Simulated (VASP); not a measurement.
# V (P6_3/mmc) in VASP: notebook

V is run at these levels: PBEsol; tasks: relaxation of shape and atoms at fixed volume, single point.

Everything below comes from runs of VASP 6.6.1. Logs are shortened: lines on timing, memory, paths and dates and some standing lists are left out, and cuts for length are marked.

## Step 1: The cell of the first run

The structure is hexagonal, space group P6_3/mmc (No. 194). The conventional cell has a = 2.109 Å, b = 2.109 Å, c = 3.801 Å, α = 90.00°, β = 90.00°, γ = 120.00°. V (site symmetry -6m2) has 12 V at 2.11 to 2.26 Å within 2.8 Å.

## Step 2: Relaxation of shape and atoms at fixed volume, PBEsol

File INCAR:

```
  PREC = Accurate
  ENCUT = 600
  EDIFF = 1E-6
  ISMEAR = -1
  SIGMA = 0.05
  LREAL = False
  LASPH = True
  NELM = 100
  ALGO = Normal
  ISIF = 4
  LWAVE = False
  LCHARG = False
  GGA = PS
  IBRION = 2
  NSW = 50
  EDIFFG = -0.005
```

File KPOINTS:

```
Automatic mesh
0
Gamma
  16 16 9
```

File POSCAR:

```
V
1.0
    2.1094305887      0.0000000000      0.0000000000
   -1.0547152943      1.8268204773      0.0000000000
    0.0000000000      0.0000000000      3.8006042132
V
2
Direct
    0.3333333333      0.6666666667      0.2500000000
    0.6666666667      0.3333333333      0.7500000000
```

Potentials or basis: VASP PAW PBE potentials, release 64 (V_sv).

On the command line:

```console
$ cat potpaw_PBE.64/V_sv/POTCAR > POTCAR
$ mpirun -np 1 vasp_std > vasp.out
```

OUTCAR:

```text
PREC = Accurate
   ENCUT = 600
   EDIFF = 1E-6
   ISMEAR = -1
   LREAL = False
   LASPH = True
   NELM = 100
   ISIF = 4
   GGA = PS
   IBRION = 2
   NSW = 50
   EDIFFG = -0.005

 ion  position               nearest neighbor table
   1  0.333  0.667  0.250-   2 2.26   2 2.26   2 2.26   2 2.26   2 2.26   2 2.26
   2  0.667  0.333  0.750-   1 2.26   1 2.26   1 2.26   1 2.26   1 2.26   1 2.26

  LATTYP: Found a hexagonal cell.
 ALAT       =     2.1094305887
 C/A-ratio  =     1.8017204423

  Lattice vectors:

 A1 = (   2.1094305887,   0.0000000000,   0.0000000000)
 A2 = (  -1.0547152943,   1.8268204773,   0.0000000000)
 A3 = (   0.0000000000,   0.0000000000,   3.8006042132)

Analysis of symmetry for initial positions (statically):
=====================================================================
 Subroutine PRICEL returns:
 Original cell was already a primitive cell.

 Routine SETGRP: Setting up the symmetry group for a
 hexagonal supercell.

 Subroutine GETGRP returns: Found 24 space group operations
 (whereof 12 operations were pure point group operations)
 out of a pool of 24 trial point group operations.

The static configuration has the point symmetry D_3d.
 The point group associated with its full space group is D_6h.

Analysis of symmetry for dynamics (positions and initial velocities):
=====================================================================
 Subroutine PRICEL returns:
 Original cell was already a primitive cell.

 Routine SETGRP: Setting up the symmetry group for a
 hexagonal supercell.

 Subroutine GETGRP returns: Found 24 space group operations
 (whereof 12 operations were pure point group operations)
 out of a pool of 24 trial point group operations.

The dynamic configuration has the point symmetry D_3d.
 The point group associated with its full space group is D_6h.

 Subroutine INISYM returns: Found 24 space group operations
 (whereof 12 operations are pure point group operations),
 and found     1 'primitive' translations

----------------------------------------------------------------------------------------

                                     Primitive cell

  volume of cell :      14.6458

  direct lattice vectors                    reciprocal lattice vectors
     2.109430589  0.000000000  0.000000000     0.474061581  0.273699581  0.000000000
    -1.054715294  1.826820477  0.000000000     0.000000000  0.547399163  0.000000000
     0.000000000  0.000000000  3.800604213     0.000000000  0.000000000  0.263116058

  length of vectors
     2.109430589  2.109430589  3.800604213     0.547399163  0.547399163  0.263116058

  position of ions in fractional coordinates (direct lattice)
     0.333333333  0.666666667  0.250000000
     0.666666667  0.333333333  0.750000000

  ion indices of the primitive-cell ions
   primitive index   ion index
                 1           1
                 2           2

----------------------------------------------------------------------------------------

 KPOINTS: Automatic mesh

Automatic generation of k-mesh.
 Grid dimensions read from file:
 generate k-points for:   16   16    9

 Generating k-lattice:

  Cartesian coordinates                     Fractional coordinates (reciprocal lattice)
     0.029628849  0.017106224  0.000000000     0.062500000  0.000000000  0.000000000
     0.000000000  0.034212448  0.000000000     0.000000000  0.062500000  0.000000000
     0.000000000  0.000000000  0.029235118     0.000000000  0.000000000  0.111111111

  Length of vectors
     0.034212448  0.034212448  0.029235118

  Shift w.r.t. Gamma in fractional coordinates (k-lattice)
     0.000000000  0.000000000  0.000000000

 Subroutine IBZKPT returns following result:
 ===========================================

 Found    150 irreducible k-points:

 Following reciprocal coordinates:
            Coordinates               Weight
  0.000000  0.000000  0.000000      1.000000
  0.062500  0.000000  0.000000      6.000000
  0.125000  0.000000  0.000000      6.000000
  0.187500  0.000000  0.000000      6.000000
  0.250000  0.000000  0.000000      6.000000
  0.312500  0.000000  0.000000      6.000000
[... 16 lines left out ...]
  0.187500  0.187500  0.000000      6.000000
  0.250000  0.187500  0.000000     12.000000
 [... further k-points ...]
   k-points           NKPTS =    150   k-points in BZ     NKDIM =    150   number of bands    NBANDS=     17
   number of dos      NEDOS =    301   number of ions     NIONS =      2
   total plane-waves  NPLWV =   9720
   dimension x,y,z NGX =    18 NGY =   18 NGZ =   30
   dimension x,y,z NGXF=    36 NGYF=   36 NGZF=   60
   ions per type =               2
   NGX,Y,Z   is equivalent  to a cutoff of  14.19, 14.19, 13.12 a.u.
   NGXF,Y,Z  is equivalent  to a cutoff of  28.37, 28.37, 26.25 a.u.
 SYSTEM =  unknown system
   PREC   = accura    normal or accurate (medium, high low for compatibility)
   ISTART =      0    job   : 0-new  1-cont  2-samecut
   ICHARG =      2    charge: 1-file 2-atom 10-const
   ISPIN  =      1    spin polarized calculation?
   LNONCOLLINEAR =      F non collinear calculations
   LSORBIT =      F    spin-orbit coupling
   LASPH  =      T    aspherical Exc in radial PAW
   ENCUT  =  600.0 eV  44.10 Ry    6.64 a.u.   4.21  4.21  7.59*2*pi/ulx,y,z
   NELM   =    100;   NELMIN=  2; NELMDL= -5     # of ELM steps
   EDIFF  = 0.1E-05   stopping-criterion for ELM
   LREAL  =      F    real-space projection
   EDIFFG = -.5E-02   stopping-criterion for IOM
   NSW    =     50    number of steps for IOM
   IBRION =      2    ionic relax: 0-MD 1-quasi-New 2-CG
   NFREE  =      1    steps in history (QN), initial steepest desc. (CG)
   ISIF   =      4    stress and relaxation
   ISYM   =      2    0-nonsym 1-usesym 2-fastsym
   POTIM  = 0.5000    time-step for ionic-motion
   TEBEG  =    0.0;   TEEND  =   0.0 temperature during run
   PSTRESS=    0.0 pullay stress
   NELECT =      26.0000    total number of electrons
   NUPDOWN=      -1.0000    fix difference up-down
   EMIN   =  10.00;   EMAX   =-10.00  energy-range for DOS
   EFERMI =   0.00;   METHOD = LEGACY
   ISMEAR =    -1;   SIGMA  =   0.05  broadening in eV -4-tet -1-fermi 0-gaus
   EFERMI_NEDOS =   21; number of points for ismear=-14 and -15
   IALGO  =     38    algorithm
   IMIX   =      4    mixing-type and parameters
     AMIX     =   0.40;   BMIX     =  1.00
     AMIX_MAG =   1.60;   BMIX_MAG =  1.00
  volume/ion in A,a.u.               =       7.32        49.42
  Fermi-wavevector in a.u.,A,eV,Ry     =   1.982263  3.745935 53.462300  3.929368
  Thomas-Fermi vector in A             =   3.002165
   LORBIT       =      0    0 simple, 1 ext, 2 COOP (PROOUT), +10 PAW based schemes
   GGA     = PS    functional components
   LHFCALC =     F    Hartree Fock is set to
   AEXX    =    0.0000 exact exchange contribution
   IVDW    =     0    specifies the selected vdW correction
   LEPSILON=     F    determine dielectric tensor
   LRPA    =     F    only Hartree local field effects (RPA)
 conjugate gradient relaxation of ions
 non-spin polarized calculation
  energy-cutoff  :      600.00
  volume of cell :       14.65
 maximum number of plane-waves:       513
 NGX is ok and might be reduce to    18
   NGX =  9   NGY =  9   NGZ = 15

--------------------------------------- Ionic step        1  -------------------------------------------

 number of electron      25.9999991 magnetization

 Free energy of the ion-electron system (eV)
  ---------------------------------------------------
  ext. energy  EPLUGINS =         0.00000000
  ---------------------------------------------------
  free energy    TOTEN  =       -10.95844525 eV

  energy without entropy =      -10.94623185  energy(sigma->0) =      -10.95233855

------------------------ aborting loop because EDIFF is reached ----------------------------------------

  FORCE on cell =-STRESS in cart. coord.  units (eV):
  Direction    XX          YY          ZZ          XY          YZ          ZX
  --------------------------------------------------------------------------------------
  -------------------------------------------------------------------------------------
  Total       29.7841271     29.7841271     30.2565814      0.0000000     -0.0000000      0.0000000
  in kB     3258.2297401   3258.2297400   3309.9138005      0.0000001     -0.0000000      0.0000000
  external PRESSURE =    3275.4577602 kB  Pullay stress =       0.0000000 kB
[... 57 lines left out ...]
  energy  without entropy=      -10.9459734039  energy(sigma->0) =      -10.95272008

--------------------------------------- Ionic step        3  -------------------------------------------

 number of electron      25.9999990 magnetization

 Free energy of the ion-electron system (eV)
  ---------------------------------------------------
  ext. energy  EPLUGINS =         0.00000000
  ---------------------------------------------------
  free energy    TOTEN  =       -10.95969164 eV

  energy without entropy =      -10.94658383  energy(sigma->0) =      -10.95313773

 E-fermi :  20.1373     XC(G=0): -16.7779

 val. band max:       20.1335650389   @ k =   0.1250   0.0625   0.1111
 cond. band min:      20.1448721299   @ k =   0.1250   0.0625   0.2222
 fundamental gap:      0.0113070910
 Fermi energy:        20.1373375084

 k-point     1 :       0.0000    0.0000    0.0000
  band No.  band energies     occupation
      1     -44.7765      2.00000
      2     -43.5890      2.00000
      3     -20.1341      2.00000
      4     -15.8096      2.00000
      5     -15.2554      2.00000
      6     -15.2554      2.00000
[... 9 lines left out ...]
     16      23.2669      0.00000
     17      23.2916      0.00000
[... 443 lines left out ...]
      1     -43.1655      2.00000
      2     -42.5776      2.00000
      3     -19.1119      2.00000
      4     -18.8437      2.00000
      5     -18.1910      2.00000
      6     -16.9669      2.00000
[... 9 lines left out ...]
     16      22.4776      0.00000
     17      25.1298      0.00000

 [... further k-points ...]
[... 5 lines left out ...]
  --------------------------------------------------------------------------------------
  -------------------------------------------------------------------------------------
  Total       29.9637536     29.9637536     29.9652917      0.0000000     -0.0000000      0.0000000
  in kB     3277.8799508   3277.8799506   3278.0482113      0.0000002     -0.0000000      0.0000000
  external PRESSURE =    3277.9360376 kB  Pullay stress =       0.0000000 kB
[... 17 lines left out ...]
  FREE ENERGIE OF THE ION-ELECTRON SYSTEM (eV)
  ---------------------------------------------------
  free  energy   TOTEN  =       -10.9596916383 eV

  energy  without entropy=      -10.9465838257  energy(sigma->0) =      -10.95313773

 reached required accuracy - stopping structural energy minimisation
```

Wall time 93 s (1 thread of Intel Xeon Platinum 8488C (Sapphire Rapids), shared host); peak memory 0.16 GiB.

Results:

```
Free energy               : -10.9597 eV
Energy gained by relaxing : 0.6 meV/atom
Ionic steps               : 3
Pressure after relaxing   : 327.8 GPa
Band gap on the k mesh    : zero (band 13 reaches 22.47 eV, above the bottom of band 14 at 18.83 eV)
```

The path:
| step | energy change (eV) | largest force (eV/Å) | pressure (GPa) | volume (Å³) |
| --- | --- | --- | --- | --- |
| 1 | 0.0000 | 0.0000 | 327.55 | 14.65 |
| 2 | -0.0010 | 0.0000 | 327.92 | 14.65 |
| 3 | -0.0012 | 0.0000 | 327.79 | 14.65 |

Final structure:
```
CELL_PARAMETERS angstrom
2.10384 0.00000 0.00000
-1.05192 1.82198 0.00000
0.00000 0.00000 3.82082
ATOMIC_POSITIONS crystal
V 0.33333 0.66667 0.25000
V 0.66667 0.33333 0.75000
```

Caveat: the PAW data sets were made with another functional, which shifts forces and pressure a little.

## Step 3: Relaxation of shape and atoms at fixed volume, PBEsol

This run uses another cell than the first one, of 8.65 Å³/atom, 1.182 times its volume.

Changes to INCAR since step 2:

```diff
@@ -7,3 +7,3 @@
   LASPH = True
-  NELM = 100
+  NELM = 80
   ALGO = Normal
```

KPOINTS is that of step 2.

File POSCAR:

```
V
1.0
    2.2302255922      0.0000000000      0.0000000000
   -1.1151127961      1.9314320190      0.0000000000
    0.0000000000      0.0000000000      4.0182430403
V
2
Direct
    0.3333333333      0.6666666667      0.2500000000
    0.6666666667      0.3333333333      0.7500000000
```

Potentials or basis: VASP PAW PBE potentials, release 64 (V_sv).

On the command line:

```console
$ cat potpaw_PBE.64/V_sv/POTCAR > POTCAR
$ mpirun -np 1 vasp_std > vasp.out
```

Wall time 87 s (1 thread of Intel Xeon Platinum 8488C (Sapphire Rapids), shared host); peak memory 0.16 GiB.

The run converged. Its results:

- Free energy: -15.0297 eV
- Energy gained by relaxing: 1.4 meV/atom
- Ionic steps: 3
- Pressure after relaxing: 176.8 GPa
- Band gap on the k mesh: zero (band 13 reaches 18.98 eV, above the bottom of band 14 at 15.75 eV)

Step by step:
| step | energy change (eV) | largest force (eV/Å) | pressure (GPa) | volume (Å³) |
| --- | --- | --- | --- | --- |
| 1 | 0.0000 | 0.0000 | 176.99 | 17.31 |
| 2 | -0.0026 | 0.0000 | 176.78 | 17.31 |
| 3 | -0.0029 | 0.0000 | 176.81 | 17.31 |

Final structure:
```xyz
2
Lattice="2.2209 0.0000 0.0000 -1.1104 1.9234 0.0000 0.0000 0.0000 4.0521" Properties=species:S:1:pos:R:3 pbc="T T T"
V     0.0000    1.2822    1.0130
V     1.1104    0.6411    3.0391
```

Levels at points of the mesh, in eV from the Fermi level:
```csv
k point,band 11,band 12,band 13,band 14,band 15,band 16
"(0.00, 0.00, 0.00)",-1.63,0.03,0.03,0.65,0.65,1.55
"(0.50, 0.00, 0.00)",-4.39,-0.99,0.48,0.49,0.98,5.06
```

Caveat: the PAW data sets were made with another functional, which shifts forces and pressure a little.

## Step 4: Single point, PBEsol

This run uses another cell than the first one, of 8.65 Å³/atom, 1.182 times its volume.

File INCAR:

```
SYSTEM = V
PREC = Accurate
ENCUT = 520
EDIFF = 1E-7
ISMEAR = 1
SIGMA = 0.005
LREAL = .False.
LASPH = .True.
NELM = 60
ALGO = Normal
ISIF = 2
LWAVE = .False.
LCHARG = .False.
GGA = PS
NBANDS = 20
```

File KPOINTS:

```
Automatic mesh
0
Gamma
  24 24 14
  0 0 0
```

File POSCAR:

```
V
1.0
    2.2180210885      0.0000000000      0.0000000000
   -1.1090105442      1.9208626087      0.0000000000
    0.0000000000      0.0000000000      4.0625848942
V
2
Direct
    0.3333333333      0.6666666667      0.2500000000
    0.6666666667      0.3333333333      0.7500000000
```

On the command line:

```console
$ cat potpaw_PBE.64/V_sv/POTCAR > POTCAR
$ mpirun -np 1 vasp_std > vasp.out
```

Wall time 65 s (1 thread of Intel Xeon Platinum 8488C (Sapphire Rapids), shared host); peak memory 0.23 GiB.

It converged, with:

- Free energy: -15.0173 eV
- Pressure: 177.2 GPa
- Band gap on the k mesh: zero (band 13 reaches 19.40 eV, above the bottom of band 14 at 15.57 eV)

Stress tensor (GPa, compression positive):
```
177.41   0.00   0.00
  0.00 177.41   0.00
  0.00   0.00 176.84
```

Levels at points of the mesh, in eV from the Fermi level:
| k point | band 11 | band 12 | band 13 | band 14 | band 15 | band 16 |
| --- | --- | --- | --- | --- | --- | --- |
| (0.00, 0.00, 0.00) | -1.66 | 0.05 | 0.05 | 0.65 | 0.65 | 1.50 |
| (0.50, 0.00, 0.00) | -4.39 | -1.02 | 0.48 | 0.53 | 1.00 | 5.05 |
| (0.00, 0.00, 0.50) | -1.89 | -1.89 | 0.13 | 0.13 | 0.13 | 0.13 |
| (0.50, 0.00, 0.50) | -3.81 | -3.81 | 2.49 | 2.49 | 3.47 | 3.47 |

Caveat: the PAW data sets were made with another functional, which shifts forces and pressure a little.

## Step 5: Overview

| task | cell | k mesh | cutoff (eV) | smearing | gap on the mesh (eV) | pressure (GPa) |
| --- | --- | --- | --- | --- | --- | --- |
| relaxation of shape and atoms at fixed volume | relaxed from a = 2.109, b = 2.109, c = 3.801 Å, angles 90.0, 90.0, 120.0°, 2 atoms | 16 × 16 × 9 | 600 | fermi-dirac 0.05 eV | none | 327.8 |
| relaxation of shape and atoms at fixed volume | relaxed from a = 2.230, b = 2.230, c = 4.018 Å, angles 90.0, 90.0, 120.0°, 2 atoms | 16 × 16 × 9 | 600 | fermi-dirac 0.05 eV | none | 176.8 |
| single point | a = 2.218, b = 2.218, c = 4.063 Å, angles 90.0, 90.0, 120.0°, 2 atoms | 24 × 24 × 14 | 520 | methfessel-paxton 0.005 eV | none | 177.2 |

Alike in all rows: level PBEsol; potentials or basis VASP PAW PBE potentials, release 64 (V_sv); no spin polarisation.

Caveats: the PAW data sets were made with another functional, which shifts forces and pressure a little.

Total energies depend on the potentials used, so only differences within one code and one set of settings carry meaning.
